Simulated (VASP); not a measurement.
# MgO (P6_3mc) in VASP: further runs

Runs on MgO. Level: PBEsol. Tasks: single point.

Everything below comes from runs of VASP 6.6.1. Logs are shortened: lines on timing, memory, paths and dates and some standing lists are left out, and cuts for length are marked.

## (1) The cell of the first run

Symmetry: P6_3mc, No. 186, hexagonal system. Conventional cell: a = 3.263 Å, b = 3.263 Å, c = 4.916 Å, α = 90.00°, β = 90.00°, γ = 120.00°. Mg (site symmetry 3m) has 4 O at 1.95 to 1.97 Å within 2.6 Å. O (site symmetry 3m) has 4 Mg at 1.95 to 1.97 Å within 2.6 Å.

## (2) Single point, PBEsol

File INCAR:

```
SYSTEM = MgO
PREC = Accurate ; ENCUT = 520
EDIFF = 1E-6 ; ISMEAR = -1
SIGMA = 0.1 ; LREAL = .False.
LASPH = .True. ; NELM = 60
ALGO = Normal ; ISIF = 2
LWAVE = .False. ; LCHARG = .True.
GGA = PS ; LELF = .True.
LVHAR = .True. ; NBANDS = 16
```

File KPOINTS:

```
regular mesh
0
Gamma
  12 12 4
  0 0 0
```

File POSCAR:

```
MgO
1.0
    3.2630816955      0.0000000000      0.0000000000
   -1.6315403545      2.8259120648      0.0000000000
    0.0000000000      0.0000000000      4.9155375013
Mg O
2 2
Direct
    0.3333333333      0.6666666667      0.0021600000
    0.6666666667      0.3333333333      0.5021600000
    0.3333333333      0.6666666667      0.4024400000
    0.6666666667      0.3333333333      0.9024400000
```

Potentials or basis: VASP PAW PBE potentials, release 64 (Mg, O).

Launch:

```sh
> cat potpaw_PBE.64/Mg/POTCAR potpaw_PBE.64/O/POTCAR > POTCAR
> mpirun -np 1 vasp_std > vasp.out
```

OUTCAR:

```text
SYSTEM = MgO
   PREC = Accurate
   ENCUT = 520
   EDIFF = 1E-6
   ISMEAR = -1
   LREAL = .False.
   LASPH = .True.
   NELM = 60
   ISIF = 2
   GGA = PS

 ion  position               nearest neighbor table
   1  0.333  0.667  0.002-   4 1.95   4 1.95   4 1.95   3 1.97   2 3.10   2 3.10   2 3.10   2 3.10
                             2 3.10   2 3.10
   2  0.667  0.333  0.502-   3 1.95   3 1.95   3 1.95   4 1.97   1 3.10   1 3.10   1 3.10   1 3.10
                             1 3.10   1 3.10
   3  0.333  0.667  0.402-   2 1.95   2 1.95   2 1.95   1 1.97
   4  0.667  0.333  0.902-   1 1.95   1 1.95   1 1.95   2 1.97

  LATTYP: Found a hexagonal cell.
 ALAT       =     3.2630816955
 C/A-ratio  =     1.5064095723

  Lattice vectors:

 A1 = (   3.2630816955,   0.0000000000,   0.0000000000)
 A2 = (  -1.6315403545,   2.8259120648,   0.0000000000)
 A3 = (   0.0000000000,   0.0000000000,   4.9155375013)

Analysis of symmetry for initial positions (statically):
=====================================================================
 Subroutine PRICEL returns:
 Original cell was already a primitive cell.

 Routine SETGRP: Setting up the symmetry group for a
 hexagonal supercell.

 Subroutine GETGRP returns: Found 12 space group operations
 (whereof  6 operations were pure point group operations)
 out of a pool of 24 trial point group operations.

The static configuration has the point symmetry C_3v.
 The point group associated with its full space group is C_6v.

Analysis of symmetry for dynamics (positions and initial velocities):
=====================================================================
 Subroutine PRICEL returns:
 Original cell was already a primitive cell.

 Routine SETGRP: Setting up the symmetry group for a
 hexagonal supercell.

 Subroutine GETGRP returns: Found 12 space group operations
 (whereof  6 operations were pure point group operations)
 out of a pool of 24 trial point group operations.

The dynamic configuration has the point symmetry C_3v.
 The point group associated with its full space group is C_6v.

 Subroutine INISYM returns: Found 12 space group operations
 (whereof  6 operations are pure point group operations),
 and found     1 'primitive' translations

[... 87 lines left out ...]
   NGXF,Y,Z  is equivalent  to a cutoff of  24.45, 24.45, 27.06 a.u.
 SYSTEM =  MgO
   PREC   = accura    normal or accurate (medium, high low for compatibility)
   ISTART =      0    job   : 0-new  1-cont  2-samecut
   ICHARG =      2    charge: 1-file 2-atom 10-const
   ISPIN  =      1    spin polarized calculation?
   LNONCOLLINEAR =      F non collinear calculations
   LSORBIT =      F    spin-orbit coupling
   LASPH  =      T    aspherical Exc in radial PAW
   ENCUT  =  520.0 eV  38.22 Ry    6.18 a.u.   6.07  6.07  9.14*2*pi/ulx,y,z
   NELM   =     60;   NELMIN=  2; NELMDL= -5     # of ELM steps
   EDIFF  = 0.1E-05   stopping-criterion for ELM
   LREAL  =      F    real-space projection
   EDIFFG = 0.1E-04   stopping-criterion for IOM
   NSW    =      0    number of steps for IOM
   IBRION =     -1    ionic relax: 0-MD 1-quasi-New 2-CG
   NFREE  =      0    steps in history (QN), initial steepest desc. (CG)
   ISIF   =      2    stress and relaxation
   ISYM   =      2    0-nonsym 1-usesym 2-fastsym
   POTIM  = 0.5000    time-step for ionic-motion
   TEBEG  =    0.0;   TEEND  =   0.0 temperature during run
   PSTRESS=    0.0 pullay stress
   NELECT =      16.0000    total number of electrons
   NUPDOWN=      -1.0000    fix difference up-down
   EMIN   =  10.00;   EMAX   =-10.00  energy-range for DOS
   EFERMI =   0.00;   METHOD = LEGACY
   ISMEAR =    -1;   SIGMA  =   0.10  broadening in eV -4-tet -1-fermi 0-gaus
   EFERMI_NEDOS =   21; number of points for ismear=-14 and -15
   IALGO  =     38    algorithm
   IMIX   =      4    mixing-type and parameters
     AMIX     =   0.40;   BMIX     =  1.00
     AMIX_MAG =   1.60;   BMIX_MAG =  1.00
  volume/ion in A,a.u.               =      11.33        76.47
  Fermi-wavevector in a.u.,A,eV,Ry     =   1.156988  2.186391 18.213056  1.338622
  Thomas-Fermi vector in A             =   2.293604
   LORBIT       =      0    0 simple, 1 ext, 2 COOP (PROOUT), +10 PAW based schemes
   GGA     = PS    functional components
   LHFCALC =     F    Hartree Fock is set to
   AEXX    =    0.0000 exact exchange contribution
   IVDW    =     0    specifies the selected vdW correction
   LEPSILON=     F    determine dielectric tensor
   LRPA    =     F    only Hartree local field effects (RPA)
 non-spin polarized calculation
  energy-cutoff  :      520.00
  volume of cell :       45.33
 maximum number of plane-waves:      1236
   NGX = 13   NGY = 13   NGZ = 19

 number of electron      16.0000011 magnetization

 Free energy of the ion-electron system (eV)
  ---------------------------------------------------
  ext. energy  EPLUGINS =         0.00000000
  ---------------------------------------------------
  free energy    TOTEN  =       -24.51604565 eV

  energy without entropy =      -24.51604565  energy(sigma->0) =      -24.51604565

 E-fermi :   3.1764     XC(G=0): -10.1605

 val. band max:        1.2624283242   @ k =   0.0000   0.0000   0.0000
 cond. band min:       4.8308587676   @ k =   0.0000   0.0000   0.0000
 fundamental gap:      3.5684304434
 Fermi energy:         3.1764377334

 k-point     1 :       0.0000    0.0000    0.0000
  band No.  band energies     occupation
      1     -15.0746      2.00000
      2     -14.1708      2.00000
      3      -2.2037      2.00000
      4       0.4413      2.00000
      5       0.4413      2.00000
      6       0.7929      2.00000
[... 433 lines left out ...]
      3      -1.7805      2.00000
      4      -1.3017      2.00000
      5      -0.3090      2.00000
      6       0.1049      2.00000
[... 8 lines left out ...]
     15      15.9951      0.00000
     16      17.0267      0.00000

 [... further k-points ...]
[... 5 lines left out ...]
  --------------------------------------------------------------------------------------
  -------------------------------------------------------------------------------------
  Total        1.6495617      1.6495622      1.4179521      0.0000003      0.0000000      0.0000000
  in kB       58.3071122     58.3071296     50.1204026      0.0000102      0.0000000      0.0000000
  external PRESSURE =      55.5782148 kB  Pullay stress =       0.0000000 kB

 VOLUME and BASIS-vectors are now :
 -----------------------------------------------------------------------------
  energy-cutoff  :      520.00
  volume of cell :       45.33
      direct lattice vectors                 reciprocal lattice vectors
     3.263081695  0.000000000  0.000000000     0.306458769  0.176933973  0.000000000
    -1.631540355  2.825912065  0.000000000     0.000000000  0.353868053  0.000000000
     0.000000000  0.000000000  4.915537501     0.000000000  0.000000000  0.203436552

 POSITION                                       TOTAL-FORCE (eV/Angst)
 -----------------------------------------------------------------------------------
      0.00000      1.88394      0.01062         0.000000     -0.000000     -0.032038
      1.63154      0.94197      2.46839        -0.000000      0.000000     -0.032038
      0.00000      1.88394      1.97821        -0.000000      0.000000      0.032038
      1.63154      0.94197      4.43598         0.000000     -0.000000      0.032038
 -----------------------------------------------------------------------------------
    total drift:                               -0.000000     -0.000000      0.001099

  FREE ENERGIE OF THE ION-ELECTRON SYSTEM (eV)
  ---------------------------------------------------
  free  energy   TOTEN  =       -24.5160456488 eV

  energy  without entropy=      -24.5160456476  energy(sigma->0) =      -24.51604565
```

OSZICAR:

```text
N       E                     dE             d eps       ncg     rms          rms(c)
DAV:   1     0.602991761410E+02    0.60299E+02   -0.76277E+03  1848   0.892E+02
DAV:   2    -0.245739251046E+02   -0.84873E+02   -0.78092E+02  2520   0.197E+02
DAV:   3    -0.284166937039E+02   -0.38428E+01   -0.38347E+01  2064   0.434E+01
DAV:   4    -0.284322228186E+02   -0.15529E-01   -0.15529E-01  2240   0.323E+00
DAV:   5    -0.284322989012E+02   -0.76083E-04   -0.76083E-04  2096   0.213E-01    0.110E+01
DAV:   6    -0.246131236806E+02    0.38192E+01   -0.10471E+01  1824   0.245E+01    0.368E+00
DAV:   7    -0.245460321875E+02    0.67091E-01   -0.15128E-01  1832   0.310E+00    0.214E+00
DAV:   8    -0.245178869417E+02    0.28145E-01   -0.84238E-02  1952   0.315E+00    0.471E-01
DAV:   9    -0.245157503039E+02    0.21366E-02   -0.30829E-03  2232   0.497E-01    0.163E-01
DAV:  10    -0.245160398762E+02   -0.28957E-03   -0.69493E-04  1872   0.187E-01    0.140E-02
DAV:  11    -0.245160461485E+02   -0.62722E-05   -0.11948E-05  2304   0.235E-02    0.129E-02
DAV:  12    -0.245160456488E+02    0.49967E-06   -0.22154E-06  1864   0.135E-02
   1 F= -.24516046E+02 E0= -.24516046E+02  d E =-.122632E-08
```

stdout:

```text
POSCAR found type information on POSCAR MgO
 POSCAR found :  2 types and       4 ions
 scaLAPACK will be used
 -----------------------------------------------------------------------------
|                                                                             |
|                                                                             |
|     You enforced a specific xc type in the INCAR file but a different       |
|     I HOPE YOU KNOW WHAT YOU ARE DOING!                                     |
|                                                                             |
 -----------------------------------------------------------------------------

 LDA part: xc-table for (Slater+PW92), standard interpolation
 POSCAR, INCAR and KPOINTS ok, starting setup
 FFT: planning ... GRIDC
 FFT: planning ... GRID_SOFT
 FFT: planning ... GRID
 WAVECAR not read
 entering main loop
```

Wall time 21 s (1 thread of Intel Xeon Platinum 8375C at 2.90GHz (Ice Lake), shared host); peak memory 0.18 GiB.

Results:

| Item | Value |
| --- | --- |
| Free energy | -24.5160 eV |
| Pressure | 5.6 GPa |
| Largest force | 0.032 eV/Å |
| Band gap on the k mesh | 3.57 eV, direct |

Forces on the atoms (eV/Å):
```
Mg   0.000  0.000 -0.032
Mg   0.000  0.000 -0.032
O    0.000  0.000  0.032
O    0.000  0.000  0.032
```

Stress tensor (GPa, compression positive):
```
5.83 0.00 0.00
0.00 5.83 0.00
0.00 0.00 5.01
```

Levels at points of the mesh, in eV from the valence-band top:
| k point | band 4 | band 5 | band 6 | band 7 | band 8 | band 9 | band 10 | band 11 | band 12 | band 13 |
| --- | --- | --- | --- | --- | --- | --- | --- | --- | --- | --- |
| (0.00, 0.00, 0.00) | -0.82 | -0.82 | -0.47 | -0.47 | 0.00 | 3.57 | 8.71 | 10.54 | 14.25 | 14.25 |
| (0.50, 0.00, 0.00) | -2.30 | -1.86 | -1.37 | -0.88 | -0.53 | 7.78 | 8.12 | 9.39 | 10.92 | 13.07 |
| (0.00, 0.00, 0.50) | -2.13 | -0.65 | -0.65 | -0.65 | -0.65 | 6.13 | 6.13 | 13.44 | 13.44 | 14.77 |
| (0.50, 0.00, 0.50) | -3.31 | -0.98 | -0.98 | -0.76 | -0.76 | 7.38 | 7.38 | 11.01 | 11.01 | 13.96 |

Caveat: the PAW data sets were made with another functional, which shifts forces and pressure a little. A k mesh can miss the band edges.

## (3) Single point, PBEsol

This run uses another cell than the first one, of 11.80 Å³/atom, 1.042 times its volume.

File INCAR:

```
PREC = Accurate
ENCUT = 520
EDIFF = 1E-7
ISMEAR = -1
SIGMA = 0.1
LREAL = F
LASPH = T
NELM = 60
ALGO = Normal
ISIF = 2
LWAVE = F
LCHARG = F
GGA = PS
NBANDS = 16
```

File KPOINTS:

```
regular mesh
0
Gamma
  12 12 4
```

File POSCAR:

```
MgO
1.0
    3.3077870000      0.0000000000      0.0000000000
   -1.6538930000      2.8646280000      0.0000000000
    0.0000000000      0.0000000000      4.9828820000
Mg O
2 2
Direct
    0.3333333333      0.6666666667      0.0021600000
    0.6666666667      0.3333333333      0.5021600000
    0.3333333333      0.6666666667      0.4024400000
    0.6666666667      0.3333333333      0.9024400000
```

Potentials or basis: VASP PAW PBE potentials, release 64 (Mg, O).

Launch:

```sh
> cat potpaw_PBE.64/Mg/POTCAR potpaw_PBE.64/O/POTCAR > POTCAR
> mpirun -np 1 vasp_std > vasp.out
```

OUTCAR:

```text
PREC = Accurate
   ENCUT = 520
   EDIFF = 1E-7
   ISMEAR = -1
   LREAL = F
   LASPH = T
   NELM = 60
   ISIF = 2
   GGA = PS

 ion  position               nearest neighbor table
   1  0.333  0.667  0.002-   4 1.97   4 1.97   4 1.97   3 1.99   2 3.14   2 3.14   2 3.14   2 3.14
                             2 3.14   2 3.14
   2  0.667  0.333  0.502-   3 1.97   3 1.97   3 1.97   4 1.99   1 3.14   1 3.14   1 3.14   1 3.14
                             1 3.14   1 3.14
   3  0.333  0.667  0.402-   2 1.97   2 1.97   2 1.97   1 1.99
   4  0.667  0.333  0.902-   1 1.97   1 1.97   1 1.97   2 1.99

  LATTYP: Found a hexagonal cell.
 ALAT       =     3.3077870000
 C/A-ratio  =     1.5064095723

  Lattice vectors:

 A1 = (   3.3077870000,   0.0000000000,   0.0000000000)
 A2 = (  -1.6538930000,   2.8646280000,   0.0000000000)
 A3 = (   0.0000000000,   0.0000000000,   4.9828820000)

Analysis of symmetry for initial positions (statically):
=====================================================================
 Subroutine PRICEL returns:
 Original cell was already a primitive cell.

 Routine SETGRP: Setting up the symmetry group for a
 hexagonal supercell.

 Subroutine GETGRP returns: Found 12 space group operations
 (whereof  6 operations were pure point group operations)
 out of a pool of 24 trial point group operations.

The static configuration has the point symmetry C_3v.
 The point group associated with its full space group is C_6v.

Analysis of symmetry for dynamics (positions and initial velocities):
=====================================================================
 Subroutine PRICEL returns:
 Original cell was already a primitive cell.

 Routine SETGRP: Setting up the symmetry group for a
 hexagonal supercell.

 Subroutine GETGRP returns: Found 12 space group operations
 (whereof  6 operations were pure point group operations)
 out of a pool of 24 trial point group operations.

[... 119 lines left out ...]
   EFERMI =   0.00;   METHOD = LEGACY
   ISMEAR =    -1;   SIGMA  =   0.10  broadening in eV -4-tet -1-fermi 0-gaus
   EFERMI_NEDOS =   21; number of points for ismear=-14 and -15
   IALGO  =     38    algorithm
   IMIX   =      4    mixing-type and parameters
     AMIX     =   0.40;   BMIX     =  1.00
     AMIX_MAG =   1.60;   BMIX_MAG =  1.00
  volume/ion in A,a.u.               =      11.80        79.66
  Fermi-wavevector in a.u.,A,eV,Ry     =   1.141351  2.156841 17.724078  1.302683
  Thomas-Fermi vector in A             =   2.278052
   LORBIT       =      0    0 simple, 1 ext, 2 COOP (PROOUT), +10 PAW based schemes
   GGA     = PS    functional components
   LHFCALC =     F    Hartree Fock is set to
   AEXX    =    0.0000 exact exchange contribution
   IVDW    =     0    specifies the selected vdW correction
   LEPSILON=     F    determine dielectric tensor
   LRPA    =     F    only Hartree local field effects (RPA)
 non-spin polarized calculation
  energy-cutoff  :      520.00
  volume of cell :       47.22
 maximum number of plane-waves:      1303
 NGX is ok and might be reduce to    28
   NGX = 13   NGY = 13   NGZ = 19

 number of electron      15.9999997 magnetization

 Free energy of the ion-electron system (eV)
  ---------------------------------------------------
  ext. energy  EPLUGINS =         0.00000000
  ---------------------------------------------------
  free energy    TOTEN  =       -24.55013757 eV

  energy without entropy =      -24.55013756  energy(sigma->0) =      -24.55013756

 E-fermi :   2.8487     XC(G=0):  -9.9793

 val. band max:        1.0328810659   @ k =   0.0000   0.0000   0.0000
 cond. band min:       4.3768780241   @ k =   0.0000   0.0000   0.0000
 fundamental gap:      3.3439969582
 Fermi energy:         2.8486743893

 k-point     1 :       0.0000    0.0000    0.0000
  band No.  band energies     occupation
      1     -15.1653      2.00000
      2     -14.3339      2.00000
      3      -2.3037      2.00000
      4       0.2374      2.00000
      5       0.2374      2.00000
      6       0.5827      2.00000
[... 433 lines left out ...]
      3      -1.9035      2.00000
      4      -1.4475      2.00000
      5      -0.4839      2.00000
      6      -0.0899      2.00000
[... 8 lines left out ...]
     15      15.4664      0.00000
     16      16.3795      0.00000

 [... further k-points ...]
[... 5 lines left out ...]
  --------------------------------------------------------------------------------------
  -------------------------------------------------------------------------------------
  Total        0.0142029      0.0142029      0.0293562      0.0000000      0.0000000      0.0000000
  in kB        0.4819505      0.4819507      0.9961491      0.0000001      0.0000000      0.0000000
  external PRESSURE =       0.6533501 kB  Pullay stress =       0.0000000 kB

 VOLUME and BASIS-vectors are now :
 -----------------------------------------------------------------------------
  energy-cutoff  :      520.00
  volume of cell :       47.22
      direct lattice vectors                 reciprocal lattice vectors
     3.307787000  0.000000000  0.000000000     0.302316927  0.174542680  0.000000000
    -1.653893000  2.864628000  0.000000000     0.000000000  0.349085466  0.000000000
     0.000000000  0.000000000  4.982882000     0.000000000  0.000000000  0.200687072

 POSITION                                       TOTAL-FORCE (eV/Angst)
 -----------------------------------------------------------------------------------
      0.00000      1.90975      0.01076         0.000000     -0.000000      0.009523
      1.65389      0.95488      2.50220         0.000000      0.000000      0.009523
      0.00000      1.90975      2.00531         0.000000      0.000000     -0.009523
      1.65389      0.95488      4.49675        -0.000000     -0.000000     -0.009523
 -----------------------------------------------------------------------------------
    total drift:                               -0.000000     -0.000000      0.001085

  FREE ENERGIE OF THE ION-ELECTRON SYSTEM (eV)
  ---------------------------------------------------
  free  energy   TOTEN  =       -24.5501375656 eV

  energy  without entropy=      -24.5501375620  energy(sigma->0) =      -24.55013756
```

stdout:

```text
POSCAR found type information on POSCAR MgO
 POSCAR found :  2 types and       4 ions
 scaLAPACK will be used
 -----------------------------------------------------------------------------
|                                                                             |
|                                                                             |
|     You enforced a specific xc type in the INCAR file but a different       |
|     I HOPE YOU KNOW WHAT YOU ARE DOING!                                     |
|                                                                             |
 -----------------------------------------------------------------------------

 LDA part: xc-table for (Slater+PW92), standard interpolation
 POSCAR, INCAR and KPOINTS ok, starting setup
 FFT: planning ... GRIDC
 FFT: planning ... GRID_SOFT
 FFT: planning ... GRID
 WAVECAR not read
 entering main loop
```

Run time: 33 s. Hardware: 1 thread of Intel Xeon Platinum 8375C at 2.90GHz (Ice Lake), shared host; peak memory 0.19 GiB.

What came out:

| Item | Value |
| --- | --- |
| Free energy | -24.5501 eV |
| Pressure | 0.1 GPa |
| Largest force | 0.010 eV/Å |
| Band gap on the k mesh | 3.34 eV, direct |

Forces in eV/Å, atoms in the order of the input:
```
Mg   0.000  0.000  0.010
Mg   0.000  0.000  0.010
O    0.000  0.000 -0.010
O    0.000  0.000 -0.010
```

Levels at points of the mesh, in eV from the valence-band top:
```
           k point  band 5  band 6  band 7  band 8  band 9  band 10  band 11  band 12
(0.00, 0.00, 0.00)   -0.80   -0.45   -0.45    0.00    3.34     8.40    10.22    13.95
(0.50, 0.00, 0.00)   -1.79   -1.33   -0.85   -0.52    7.61     7.94     9.09    10.63
(0.00, 0.00, 0.50)   -0.63   -0.63   -0.63   -0.63    5.88     5.88    13.09    13.09
(0.50, 0.00, 0.50)   -0.95   -0.95   -0.73   -0.73    7.21     7.21    10.69    10.69
```

Caveat: the PAW data sets were made with another functional, which shifts forces and pressure a little. PBEsol gaps usually lie below the measured ones, often by a third to a half.

[end of part 1 of 2]
